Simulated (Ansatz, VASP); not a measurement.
# Two plane-wave programs on MnAs

```xyz
4
Lattice="3.6599 0.0000 0.0000 -1.8299 3.1695 0.0000 0.0000 0.0000 5.6141" Properties=species:S:1:pos:R:3 pbc="T T T"
As    1.8299    1.0565    4.2106
As    0.0000    2.1130    1.4035
Mn    0.0000    0.0000    2.8070
Mn    0.0000    0.0000    0.0000
```

Alike in both runs: task single point; functional PBEsol; k mesh 8 × 8 × 5; occupations fermi-dirac, width 0.05 eV; collinear spin.

```csv
,VASP,Ansatz
version,VASP 6.6.1,Ansatz 0.2.0
potentials or method,"VASP PAW PBE potentials, release 64 (As, Mn_pv)",Ansatz PAW
plane-wave cutoff (eV),520,420
valence electrons in the cell,36,60
```

```csv
,VASP,Ansatz,Ansatz less VASP
gap on the k mesh at the Fermi level (eV),none,none,-
pressure (GPa),-7.3,-7.5,-0.23
"traceless stress, the component that is largest in VASP (GPa)",-1.54,-1.59,-0.053
net moment per atom (μB),1.43,1.44,+0.005
size of the moment on the site where the two differ most (μB),2.93,2.89,-0.048
```

VASP's potentials were made for PBE, not for PBEsol. Site moments also hang on the region over which each program counts them. A gap of «none» marks a metal or a gap that the smearing closes. VASP's potentials hold 36 valence electrons a cell and Ansatz's 60, so a difference there can come from the potentials and not from the codes.
